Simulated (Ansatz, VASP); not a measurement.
## Ge in VASP and in Ansatz

```xyz
4
Lattice="0.0000 2.8857 5.1157 2.6305 0.0000 5.1157 2.6305 2.8857 0.0000" Properties=species:S:1:pos:R:3 pbc="T T T"
Ge    2.6305    4.1929    5.1157
Ge    2.6305    1.5786    5.1157
Ge    2.6305    2.8857    2.2318
Ge    2.6305    2.8857    7.9995
```

Alike in both runs: task single point; functional PBE-based screened hybrid; k mesh 4 × 4 × 4; occupations fermi-dirac, width 0.05 eV; no spin polarisation.

```csv
,VASP,Ansatz
version,VASP 6.6.1,Ansatz 0.2.0
potentials or method,"VASP PAW PBE potentials, release 64 (Ge_d)",Ansatz PAW
plane-wave cutoff (eV),520,420
valence electrons in the cell,56,56
```

VASP gave:

```
gap on the k mesh at the Fermi level (eV)                     : none
pressure (GPa)                                                : -5.7
traceless stress, the component that is largest in VASP (GPa) : 4.95
rms of the force components (eV/Å)                            : 0.163
```

Which values does Ansatz return?

gap on the k mesh at the Fermi level (eV): none; pressure (GPa): -5.8; traceless stress, the component that is largest in VASP (GPa): 4.96; rms of the force components (eV/Å): 0.163.

VASP's potentials were made for PBE, not for PBE-based screened hybrid. Atom by atom the forces differ by 0.001 eV/Å (rms over components). A gap of «none» marks a metal or a gap that the smearing closes. With one functional, cell and mesh, what is left measures potentials, basis and numerics.

The k mesh is coarse, so the values compare programs but aren't converged.
